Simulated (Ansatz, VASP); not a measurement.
## C in VASP and in Ansatz

INCAR

```
SYSTEM = C
PREC = Accurate ; ENCUT = 520
EDIFF = 1E-7 ; ISMEAR = -1
SIGMA = 0.02 ; LREAL = .False.
LASPH = .True. ; NELM = 100
ALGO = Normal ; ISIF = 2
LWAVE = .False. ; LCHARG = .True.
LDIPOL = .True. ; IDIPOL = 3
DIPOL = 0.5 0.5 0.500 ; GGA = PE
LELF = .True. ; LVHAR = .True.
LVACPOTAV = .True. ; NBANDS = 16
```

The input KPOINTS:

```
Automatic mesh
0
Gamma
  14 14 1
  0 0 0
```

POSCAR

```
C
1.0
    2.5255274270      0.0000000000      0.0000000000
   -1.2627637135      2.1871709098      0.0000000000
    0.0000000000      0.0000000000     18.5776000000
C
4
Direct
    0.1666666665      0.3333333335      0.4306259786
    0.5000000005      0.9999999995      0.4583755874
    0.5000000005      0.9999999995      0.5416244130
    0.8333333335      0.6666666665      0.5693740214
```

Input for Ansatz:

```yaml
crystal:
  lattice:
    - [2.525527427, 0.0, 0.0]
    - [-1.2627637135, 2.1871709098, 0.0]
    - [0.0, 0.0, 18.5776]
  atoms:
    - { symbol: C, position: [0.1666666665, 0.3333333335, 0.4306259786] }
    - { symbol: C, position: [0.5000000005, 0.9999999995, 0.4583755874] }
    - { symbol: C, position: [0.5000000005, 0.9999999995, 0.541624413] }
    - { symbol: C, position: [0.8333333335, 0.6666666665, 0.5693740214] }
kpoints:
  mp_grid: { grid: [14, 14, 1] }
scf:
  occupations: { method: fermi_dirac, width: 0.02 }
hamiltonian:
  xc: pbe
  pseudopotentials: { kind: paw }
output:
  forces: true
  stress: true
  eigenvalues: true
  populations: true
efield:
  axis: 3
  amplitude: 0
  dipole_correction: true
```

Alike in both runs: task single point; functional PBE; k mesh 14 × 14 × 1; occupations fermi-dirac, width 0.02 eV; no spin polarisation.

```csv
,VASP,Ansatz
version,VASP 6.6.1,Ansatz 0.2.0
potentials or method,"VASP PAW PBE potentials, release 64 (C)","PAW with Ansatz's default frozen-core files, scalar-relativistic"
plane-wave cutoff (eV),520,420
valence electrons in the cell,16,16
```

```tsv
	VASP	Ansatz	Ansatz less VASP
rms of the force components (eV/Å)	3.184	3.191	+0.0068
```

Atom by atom the forces differ by 0.013 eV/Å (rms over components).
